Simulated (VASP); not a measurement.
# CdS in VASP: further runs

The runs below take CdS through single point, with r2SCAN, PBE.

Program: VASP 6.6.1. These are calculated values, not measurements. Logs are shortened: lines on timing, memory, paths and dates and some standing lists are left out, and cuts for length are marked.

## (1) The cell of the first run

Symmetry: I-4m2, No. 119, tetragonal system. Conventional cell: a = 4.157 Å, b = 4.157 Å, c = 5.950 Å, α = 90.00°, β = 90.00°, γ = 90.00°. Within 3.4 Å of Cd (site symmetry -4m2) lie 4 S at 2.56 Å. Within 3.4 Å of S (site symmetry -4m2) lie 4 Cd at 2.56 Å.

## (2) Single point, r2SCAN (uniaxial z strain +1.2%)

File POSCAR:

```
CdS
1.0
    0.0000000000      2.9392148400      2.9750732610
    2.9392148400      0.0000000000      2.9750732610
    2.9392148400      2.9392148400      0.0000000000
Cd S
1 1
Direct
    0.0000000000      0.0000000000      0.0000000000
    0.2500000000      0.2500000000      0.2500000000
```

File INCAR.step1:

```
PREC = Accurate ; ENCUT = 520
ISMEAR = 0 ; SIGMA = 0.01
LREAL = False ; LASPH = True
NELM = 100 ; NBANDS = 16
GGA = PE ; ALGO = Normal
EDIFF = 1E-4 ; LWAVE = True
LCHARG = False
```

File INCAR.step2:

```
PREC = Accurate ; ENCUT = 520
EDIFF = 1E-6 ; ISMEAR = 0
SIGMA = 0.01 ; LREAL = False
LASPH = True ; NELM = 100
ALGO = Normal ; ISIF = 2
LWAVE = False ; LCHARG = False
METAGGA = R2SCAN ; LMIXTAU = True
NBANDS = 16 ; ISTART = 1
```

File KPOINTS:

```
regular mesh
0
Gamma
  8 8 8
```

Potentials or basis: VASP PAW PBE potentials, release 64 (Cd, S).

On the command line:

```bash
$ cat potpaw_PBE.64/Cd/POTCAR potpaw_PBE.64/S/POTCAR > POTCAR
$ cp INCAR.step1 INCAR
$ mpirun -np 1 vasp_std > vasp.out
$ cp INCAR.step2 INCAR
$ mpirun -np 1 vasp_std > vasp.out
```

OUTCAR:

```text
PREC = Accurate
   ENCUT = 520
   EDIFF = 1E-6
   ISMEAR = 0
   LREAL = False
   LASPH = True
   NELM = 100
   ISIF = 2
   METAGGA = R2SCAN
   ISTART = 1

 ion  position               nearest neighbor table
   1  0.000  0.000  0.000-   2 2.56   2 2.56   2 2.56   2 2.56
   2  0.250  0.250  0.250-   1 2.56   1 2.56   1 2.56   1 2.56

  LATTYP: Found a body centered tetragonal cell.
 ALAT       =     4.1566774895
 C/A-ratio  =     1.4314669678

  Lattice vectors:

 A1 = (  -2.9392148400,   0.0000000000,   2.9750732610)
 A2 = (   2.9392148400,   0.0000000000,   2.9750732610)
 A3 = (   0.0000000000,   2.9392148400,  -2.9750732610)

Analysis of symmetry for initial positions (statically):
=====================================================================
 Subroutine PRICEL returns:
 Original cell was already a primitive cell.

 Routine SETGRP: Setting up the symmetry group for a
 body centered tetragonal supercell.

 Subroutine GETGRP returns: Found  8 space group operations
 (whereof  8 operations were pure point group operations)
 out of a pool of 16 trial point group operations.

The static configuration has the point symmetry D_2d.

Analysis of symmetry for dynamics (positions and initial velocities):
=====================================================================
 Subroutine PRICEL returns:
 Original cell was already a primitive cell.

 Routine SETGRP: Setting up the symmetry group for a
 body centered tetragonal supercell.

 Subroutine GETGRP returns: Found  8 space group operations
 (whereof  8 operations were pure point group operations)
 out of a pool of 16 trial point group operations.

The dynamic configuration has the point symmetry D_2d.

 Subroutine INISYM returns: Found  8 space group operations
 (whereof  8 operations are pure point group operations),
 and found     1 'primitive' translations

----------------------------------------------------------------------------------------

                                     Primitive cell

  volume of cell :      51.4032

  direct lattice vectors                    reciprocal lattice vectors
     0.000000000  2.939214840  2.975073261    -0.170113458  0.170113458  0.168063088
     2.939214840  0.000000000  2.975073261     0.170113458 -0.170113458  0.168063088
     2.939214840  2.939214840  0.000000000     0.170113458  0.170113458 -0.168063088

  length of vectors
     4.182110088  4.182110088  4.156677489     0.293466146  0.293466146  0.293466146

  position of ions in fractional coordinates (direct lattice)
     0.000000000  0.000000000  0.000000000
     0.250000000  0.250000000  0.250000000

  ion indices of the primitive-cell ions
   primitive index   ion index
                 1           1
                 2           2

----------------------------------------------------------------------------------------

 KPOINTS: regular mesh

Automatic generation of k-mesh.
 Grid dimensions read from file:
 generate k-points for:    8    8    8

 Generating k-lattice:

  Cartesian coordinates                     Fractional coordinates (reciprocal lattice)
    -0.021264182  0.021264182  0.021007886     0.125000000  0.000000000  0.000000000
     0.021264182 -0.021264182  0.021007886     0.000000000  0.125000000  0.000000000
     0.021264182  0.021264182 -0.021007886     0.000000000  0.000000000  0.125000000

  Length of vectors
     0.036683268  0.036683268  0.036683268

  Shift w.r.t. Gamma in fractional coordinates (k-lattice)
     0.000000000  0.000000000  0.000000000

 Subroutine IBZKPT returns following result:
 ===========================================

 Found     59 irreducible k-points:

 Following reciprocal coordinates:
            Coordinates               Weight
  0.000000  0.000000  0.000000      1.000000
  0.125000 -0.000000  0.000000      8.000000
  0.250000 -0.000000  0.000000      8.000000
  0.375000  0.000000  0.000000      8.000000
  0.500000 -0.000000  0.000000      4.000000
  0.125000  0.125000  0.000000      2.000000
[... 16 lines left out ...]
  0.250000 -0.000000  0.125000     16.000000
  0.375000  0.000000  0.125000     16.000000
 [... further k-points ...]
   k-points           NKPTS =     59   k-points in BZ     NKDIM =     59   number of bands    NBANDS=     16
   number of dos      NEDOS =    301   number of ions     NIONS =      2
   total plane-waves  NPLWV =  32768
   dimension x,y,z NGX =    32 NGY =   32 NGZ =   32
   dimension x,y,z NGXF=    64 NGYF=   64 NGZF=   64
   ions per type =               1   1
   NGX,Y,Z   is equivalent  to a cutoff of  12.72, 12.72, 12.80 a.u.
   NGXF,Y,Z  is equivalent  to a cutoff of  25.44, 25.44, 25.60 a.u.
 SYSTEM =  unknown system
   PREC   = accura    normal or accurate (medium, high low for compatibility)
   ISTART =      1    job   : 0-new  1-cont  2-samecut
   ICHARG =      0    charge: 1-file 2-atom 10-const
   ISPIN  =      1    spin polarized calculation?
   LNONCOLLINEAR =      F non collinear calculations
   LSORBIT =      F    spin-orbit coupling
   LASPH  =      T    aspherical Exc in radial PAW
   ENCUT  =  520.0 eV  38.22 Ry    6.18 a.u.   7.78  7.78  7.73*2*pi/ulx,y,z
   NELM   =    100;   NELMIN=  2; NELMDL=  0     # of ELM steps
   EDIFF  = 0.1E-05   stopping-criterion for ELM
   LREAL  =      F    real-space projection
   EDIFFG = 0.1E-04   stopping-criterion for IOM
   NSW    =      0    number of steps for IOM
   IBRION =     -1    ionic relax: 0-MD 1-quasi-New 2-CG
   NFREE  =      0    steps in history (QN), initial steepest desc. (CG)
   ISIF   =      2    stress and relaxation
   ISYM   =      2    0-nonsym 1-usesym 2-fastsym
   POTIM  = 0.5000    time-step for ionic-motion
   TEBEG  =    0.0;   TEEND  =   0.0 temperature during run
   PSTRESS=    0.0 pullay stress
   NELECT =      18.0000    total number of electrons
   NUPDOWN=      -1.0000    fix difference up-down
   EMIN   =  10.00;   EMAX   =-10.00  energy-range for DOS
   EFERMI =   0.00;   METHOD = LEGACY
   ISMEAR =     0;   SIGMA  =   0.01  broadening in eV -4-tet -1-fermi 0-gaus
   EFERMI_NEDOS =   21; number of points for ismear=-14 and -15
   IALGO  =     38    algorithm
   IMIX   =      4    mixing-type and parameters
     AMIX     =   0.40;   BMIX     =  1.00
     AMIX_MAG =   1.60;   BMIX_MAG =  1.00
  volume/ion in A,a.u.               =      25.70       173.44
  Fermi-wavevector in a.u.,A,eV,Ry     =   1.153902  2.180558 18.116016  1.331490
  Thomas-Fermi vector in A             =   2.290542
   LORBIT       =      0    0 simple, 1 ext, 2 COOP (PROOUT), +10 PAW based schemes
   METAGGA = R2SCAN    functional components
   LHFCALC =     F    Hartree Fock is set to
   AEXX    =    0.0000 exact exchange contribution
   IVDW    =     0    specifies the selected vdW correction
   LEPSILON=     F    determine dielectric tensor
   LRPA    =     F    only Hartree local field effects (RPA)
 non-spin polarized calculation
 Gauss-broadening in eV      SIGMA  =   0.01
  energy-cutoff  :      520.00
  volume of cell :       51.40
 maximum number of plane-waves:      1399
   NGX = 15   NGY = 15   NGZ = 15

 number of electron      18.0000003 magnetization

 Free energy of the ion-electron system (eV)
  ---------------------------------------------------
  ext. energy  EPLUGINS =         0.00000000
  ---------------------------------------------------
  free energy    TOTEN  =       -29.68541809 eV

  energy without entropy =      -29.68541809  energy(sigma->0) =      -29.68541809

 E-fermi :   0.8478     XC(G=0):  -9.5596

 val. band max:        0.7639010307   @ k =   0.0000   0.0000   0.0000
 cond. band min:       2.2611722328   @ k =   0.0000   0.0000   0.0000
 fundamental gap:      1.4972712021
 Fermi energy:         0.8478393411

 k-point     1 :       0.0000    0.0000    0.0000
  band No.  band energies     occupation
      1     -11.9058      2.00000
      2      -7.0990      2.00000
      3      -7.0917      2.00000
      4      -7.0917      2.00000
      5      -6.6325      2.00000
      6      -6.6291      2.00000
[... 8 lines left out ...]
     15      12.6295      0.00000
     16      12.7926      0.00000

 k-point     2 :       0.1250   -0.0000    0.0000
  band No.  band energies     occupation
      1     -11.8479      2.00000
      2      -7.0755      2.00000
      3      -7.0702      2.00000
      4      -7.0374      2.00000
      5      -6.6328      2.00000
      6      -6.6303      2.00000
[... 8 lines left out ...]
     15      12.1464      0.00000
     16      13.1092      0.00000

 k-point     3 :       0.2500   -0.0000    0.0000
  band No.  band energies     occupation
      1     -11.7075      2.00000
      2      -7.0287      2.00000
      3      -7.0229      2.00000
      4      -6.8435      2.00000
      5      -6.6266      2.00000
      6      -6.6262      2.00000
[... 8 lines left out ...]
     15      11.8762      0.00000
     16      12.4105      0.00000

 k-point     4 :       0.3750    0.0000    0.0000
  band No.  band energies     occupation
      1     -11.5672      2.00000
      2      -6.9923      2.00000
      3      -6.9852      2.00000
      4      -6.6103      2.00000
      5      -6.6070      2.00000
      6      -6.5053      2.00000
[... 8 lines left out ...]
     15      12.7434      0.00000
     16      12.7743      0.00000
[... 324 lines left out ...]
 k-point    22 :       0.1250    0.0000    0.1250
  band No.  band energies     occupation
      1     -11.8283      2.00000
      2      -7.0568      2.00000
      3      -7.0494      2.00000
      4      -7.0441      2.00000
      5      -6.6439      2.00000
      6      -6.6197      2.00000
[... 8 lines left out ...]
     15      12.7708      0.00000
     16      13.7747      0.00000

 k-point    23 :       0.2500   -0.0000    0.1250
  band No.  band energies     occupation
      1     -11.7154      2.00000
      2      -7.0215      2.00000
      3      -7.0025      2.00000
      4      -6.9061      2.00000
      5      -6.6452      2.00000
      6      -6.6077      2.00000
[... 8 lines left out ...]
     15      12.6669      0.00000
     16      13.8214      0.00000

 k-point    24 :       0.3750    0.0000    0.1250
  band No.  band energies     occupation
      1     -11.5758      2.00000
      2      -6.9835      2.00000
      3      -6.9601      2.00000
      4      -6.6990      2.00000
      5      -6.5941      2.00000
      6      -6.5399      2.00000
[... 8 lines left out ...]
     15      13.2209      0.00000
     16      13.3447      0.00000

 [... further k-points ...]
[... 5 lines left out ...]
  --------------------------------------------------------------------------------------
  -------------------------------------------------------------------------------------
  Total       -0.1175170     -0.1175170     -0.1937677      0.0000000      0.0000000     -0.0000000
  in kB       -3.6628667     -3.6628667     -6.0395104      0.0000000      0.0000000     -0.0000000
  external PRESSURE =      -4.4550813 kB  Pullay stress =       0.0000000 kB

 VOLUME and BASIS-vectors are now :
 -----------------------------------------------------------------------------
  energy-cutoff  :      520.00
  volume of cell :       51.40
      direct lattice vectors                 reciprocal lattice vectors
     0.000000000  2.939214840  2.975073261    -0.170113458  0.170113458  0.168063088
     2.939214840  0.000000000  2.975073261     0.170113458 -0.170113458  0.168063088
     2.939214840  2.939214840  0.000000000     0.170113458  0.170113458 -0.168063088

 POSITION                                       TOTAL-FORCE (eV/Angst)
 -----------------------------------------------------------------------------------
      0.00000      0.00000      0.00000         0.000000      0.000000     -0.000000
      1.46961      1.46961      1.48754        -0.000000     -0.000000      0.000000
 -----------------------------------------------------------------------------------
    total drift:                               -0.000003     -0.000003     -0.000006

  FREE ENERGIE OF THE ION-ELECTRON SYSTEM (eV)
  ---------------------------------------------------
  free  energy   TOTEN  =       -29.6854180900 eV

  energy  without entropy=      -29.6854180900  energy(sigma->0) =      -29.68541809
```

Run time: 76 s. Hardware: 1 thread of AMD EPYC 9R45 (Zen 5), shared host; peak memory 0.18 GiB.

What came out:

* Free energy: -29.6854 eV
* Pressure: -0.4 GPa
* Band gap on the k mesh: 1.50 eV, direct

Caveat: the cell differs from its parent crystal (uniaxial z strain +1.2%); the PAW data sets were made with another functional, which shifts forces and pressure a little.

## (3) Single point, PBE (shear xy strain -4.9%)

File INCAR:

```
SYSTEM = CdS
PREC = Accurate ; ENCUT = 520
EDIFF = 1E-6 ; ISMEAR = -1
SIGMA = 0.02 ; LREAL = .FALSE.
LASPH = .TRUE. ; NELM = 60
ALGO = Normal ; ISIF = 2
LWAVE = .FALSE. ; LCHARG = .TRUE.
GGA = PE ; LELF = .TRUE.
LVHAR = .TRUE. ; NBANDS = 16
```

File KPOINTS:

```
Automatic mesh
0
G
  8 8 8
  0 0 0
```

File POSCAR:

```
CdS
1.0
   -0.0717168421      2.9392148400      2.9392148400
    2.9392148400     -0.0717168421      2.9392148400
    2.8674979979      2.8674979979      0.0000000000
Cd S
1 1
Direct
   -0.0053866617     -0.0053866617      0.0053866617
    0.2553866617      0.2553866617      0.2446133383
```

Potentials or basis: VASP PAW PBE potentials, release 64 (Cd, S).

On the command line:

```bash
$ cat potpaw_PBE.64/Cd/POTCAR potpaw_PBE.64/S/POTCAR > POTCAR
$ mpirun -np 1 vasp_std > vasp.out
```

Run time: 30 s. Hardware: 1 thread of AMD EPYC 9R45 (Zen 5), shared host; peak memory 0.2 GiB.

It converged, with:

```
Free energy            : -6.1296 eV
Pressure               : 1.7 GPa
Largest force          : 0.004 eV/Å
Band gap on the k mesh : 0.98 eV, direct
```

Forces on the atoms (eV/Å):
```
Cd   0.000  0.000 -0.004
S    0.000  0.000  0.004
```

Stress tensor (GPa, compression positive):
```
1.68 1.23 0.00
1.23 1.68 0.00
0.00 0.00 1.67
```

Levels at points of the mesh, in eV from the valence-band top:
```
           k point  band 7  band 8  band 9  band 10  band 11  band 12
(0.00, 0.00, 0.00)   -0.19   -0.11    0.00     0.98     6.19     6.48
(0.50, 0.00, 0.00)   -4.42   -0.84   -0.67     3.03     6.99     7.08
(0.50, 0.50, 0.00)   -3.95   -2.08   -1.69     3.32     4.41     9.04
(0.00, 0.00, 0.50)   -4.29   -0.94   -0.79     2.74     6.77     6.79
(0.50, 0.00, 0.50)   -3.94   -1.89   -1.88     3.49     4.22     8.95
```

Caveat: the cell differs from its parent crystal (shear xy strain -4.9%).

(Continued in part 2 of 2.)
